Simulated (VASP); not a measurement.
**B3Pd: single point with PBE**

Crystal: B3Pd.

```xyz
4
Lattice="3.2860 0.0000 0.0000 0.0000 3.2860 0.0000 0.0000 0.0000 3.2860" Properties=species:S:1:pos:R:3 pbc="T T T"
B     1.6430    0.0000    0.0000
B     0.0000    1.6430    0.0000
B     0.0000    0.0000    1.6430
Pd    1.6430    1.6430    1.6430
```

```
Program                : VASP 6.6.1
Task                   : single point
Functional             : PBE
Potentials or basis    : VASP PAW PBE potentials, release 64 (B, Pd)
Cutoff                 : 500 eV
k mesh                 : 6 × 6 × 6
Occupations            : gaussian, width 0.2 eV
Spin                   : no spin polarisation
Dipole correction      : no
Further INCAR settings : ALGO = Normal; EDIFF = 1e-06; NBANDS = 18
```

```yaml
Pressure: -0.4 GPa
```

Levels at points of the mesh, in eV from the Fermi level:
```tsv
k point	band 5	band 6	band 7	band 8	band 9	band 10	band 11	band 12	band 13	band 14
(0.00, 0.00, 0.00)	-4.80	-4.80	-4.61	-4.61	-4.61	2.02	2.02	2.89	2.89	2.89
(0.50, 0.00, 0.00)	-7.02	-4.70	-4.04	-0.46	-0.46	-0.45	0.84	0.84	1.97	4.62
(0.50, 0.50, 0.00)	-6.39	-6.39	-4.17	-2.91	-2.88	0.39	2.81	2.81	3.42	4.11
(0.50, 0.50, 0.50)	-6.07	-6.07	-6.07	-3.98	-3.98	-0.03	-0.03	-0.03	2.28	7.68
```

Wall time 18 s on 1 thread of AMD EPYC 7R13, with other jobs on the host, peak memory 0.11 GiB.
